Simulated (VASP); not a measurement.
Write the native input for VASP 6.6.1 that does the following.

* Task: single point
* Functional: PBE
* Potentials or basis: VASP PAW PBE potentials, release 64 (W_sv)
* Cutoff: 520 eV
* k mesh: 16 × 16 × 16
* Occupations: fermi-dirac, width 0.1 eV
* Spin: no spin polarisation
* Dipole correction: no
* Further INCAR settings: ALGO = Normal; EDIFF = 1e-07; NBANDS = 13

The structure of W lies in POSCAR:

```
W
1.0
    2.1210431897      0.0000000000      0.0000000000
    0.0000000000      2.1210431897      0.0000000000
    0.0000000000      0.0000000000      2.1210431897
W
1
Direct
    0.0000000000      0.0000000000      0.0000000000
```

This cell differs from its parent crystal: volume scaled by 0.52.

These files were run (other wordings do the same):

INCAR

```
SYSTEM = W
PREC = Accurate ; ENCUT = 520
EDIFF = 1E-7 ; ISMEAR = -1
SIGMA = 0.1 ; LREAL = .FALSE.
LASPH = .TRUE. ; NELM = 80
ALGO = Normal ; ISIF = 2
LWAVE = .FALSE. ; LCHARG = .FALSE.
GGA = PE ; NBANDS = 13
```

KPOINTS

```
Automatic mesh
0
G
  16 16 16
  0 0 0
```

Potentials or basis: VASP PAW PBE potentials, release 64 (W_sv).

The run is started by

```bash
$ cat potpaw_PBE.64/W_sv/POTCAR > POTCAR
$ mpirun -np 1 vasp_std > vasp.out
```

It gave:

The pressure is 556.9 GPa. The band gap on the k mesh is zero (band 7 reaches 23.81 eV, above the bottom of band 8 at 18.39 eV).

Caveat: spin-orbit coupling is left out, which moves the levels of the heavy elements.

It took 15 s on 1 thread of Intel Xeon 8259CL, with other jobs on the host, peak memory 0.13 GiB.
